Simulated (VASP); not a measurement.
## Si2Ni: relaxation of cell and atoms with BLYP

Si2Ni:

```
Ni Si
1.0
     0.00000    2.70300    2.70300
     2.70300    0.00000    2.70300
     2.70300    2.70300    0.00000
Ni Si
1 2
Direct
  0.00000 0.00000 0.00000
  0.75000 0.75000 0.75000
  0.25000 0.25000 0.25000
```

- Program: VASP 6.6.1
- Task: relaxation of cell and atoms
- Functional: BLYP
- Potentials or basis: VASP PAW PBE potentials, release 64 (Ni_sv_GW, Si)
- Cutoff: 690 eV
- k mesh: 9 × 9 × 9
- Occupations: fermi-dirac, width 0.05 eV
- Spin: collinear spin, ferromagnetic start
- Starting moments: [1.0, 0.0, 0.0] μB
- Dipole correction: no
- Further INCAR settings: ALGO = Normal; EDIFF = 1e-07; IBRION = 2; EDIFFG = -0.01; NSW = 60; ISIF = 3

| Quantity | Value |
| --- | --- |
| Relaxed volume | 14.21 Å³/atom |
| Relaxed cell | a = 3.921 Å, b = 3.921 Å, c = 3.921 Å, α = 60.00°, β = 60.00°, γ = 60.00° |
| Space group after relaxing (to 0.1 Å) | Fm-3m (No. 225) |
| Energy gained by relaxing | 35.4 meV/atom |
| Ionic steps | 7 |
| Pressure after relaxing | 0.1 GPa |
| Band gap on the k mesh | zero (filled and empty bands overlap) |
| Net moment | 0.00 μB per cell |
| Valence electrons inside the program's atomic spheres | Ni 16.55; Si 1.57 |

Step by step:
| step | energy change (eV) | largest force (eV/Å) | pressure (GPa) | volume (Å³) |
| --- | --- | --- | --- | --- |
| 1 | 0.0000 | 0.0000 | 11.49 | 39.50 |
| 2 | -0.0560 | 0.0000 | -6.33 | 45.14 |
| 3 | -0.1062 | 0.0000 | -0.12 | 42.69 |
| 4 | -0.1062 | 0.0000 | 0.17 | 42.63 |
| 5 | -0.1062 | 0.0000 | 0.15 | 42.63 |
| 6 | -0.1062 | 0.0000 | 0.12 | 42.63 |
| 7 | -0.1062 | 0.0000 | 0.09 | 42.63 |

Final structure:
```cif
data_structure
_symmetry_space_group_name_H-M 'P 1'
_symmetry_Int_Tables_number 1
_cell_length_a 3.9213
_cell_length_b 3.9213
_cell_length_c 3.9213
_cell_angle_alpha 60.000
_cell_angle_beta 60.000
_cell_angle_gamma 60.000
_cell_volume 42.63
loop_
_atom_site_label
_atom_site_type_symbol
_atom_site_fract_x
_atom_site_fract_y
_atom_site_fract_z
_atom_site_occupancy
Ni1 Ni 0.00000 0.00000 0.00000 1
Si1 Si 0.75000 0.75000 0.75000 1
Si2 Si 0.25000 0.25000 0.25000 1
```

Levels at points of the mesh, in eV from the Fermi level:
Spin up:
| k point | band 11 | band 12 | band 13 | band 14 | band 15 | band 16 |
| --- | --- | --- | --- | --- | --- | --- |
| (0.00, 0.00, 0.00) | -1.03 | 1.71 | 1.71 | 1.71 | 2.57 | 2.57 |
Spin down:
| k point | band 9 | band 10 | band 11 | band 12 | band 13 | band 14 | band 15 | band 16 | band 17 | band 18 |
| --- | --- | --- | --- | --- | --- | --- | --- | --- | --- | --- |
| (0.00, 0.00, 0.00) | -3.04 | -3.04 | -1.03 | 1.71 | 1.71 | 1.71 | 2.57 | 2.57 | 2.57 | 4.72 |

Run time: 10 min on 1 thread of Intel(R) Xeon(R) Platinum 8259CL CPU @ 2.50GHz (Skylake/Cascade Lake), with other jobs on the host, peak memory 0.3 GiB.

Caveat: the moments typed at the start vanished in this run; the PAW data sets were made with another functional, which shifts forces and pressure a little. BLYP gives volumes clearly too large for solids.
